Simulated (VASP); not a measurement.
The system is Co.

```
Co
1.0
     2.48736    0.00000    0.00000
    -1.24368    2.15412    0.00000
     0.00000    0.00000    4.06329
Co
2
Cartesian
  0.0000 1.4361 3.0074
  1.2437 0.7180 1.0559
```

Base run:

```yaml
Program: VASP 6.6.1
Functional: PBE
Potentials_or_basis: VASP PAW PBE potentials, release 64 (Co)
Cutoff: 520 eV
k_mesh: 10 × 10 × 6
Occupations: fermi-dirac, width 0.05 eV
Spin: collinear spin, ferromagnetic start
Starting_moments: "[3.0, 3.0] μB"
Fixed_moment: 6 μB
```

Its results: pressure 44.0 GPa; site moments Co +2.87 μB; largest force 1.113 eV/Å.

**Question.** The run is repeated on the same cell with these changes: fixed moment from 6 μB to 4 μB; moments at the start from [3.0, 3.0] to [2.0, 2.0]. What comes out?

**Answer.** Pressure 7.6 GPa; site moments Co +1.99 μB; largest force 0.505 eV/Å.

Caveats: the cell stands under pressure; the total moment is fixed, so each spin has its own Fermi level; forces of over 1 eV/Å act on the atoms, so gaps and moduli don't describe the material at rest (at least some runs).
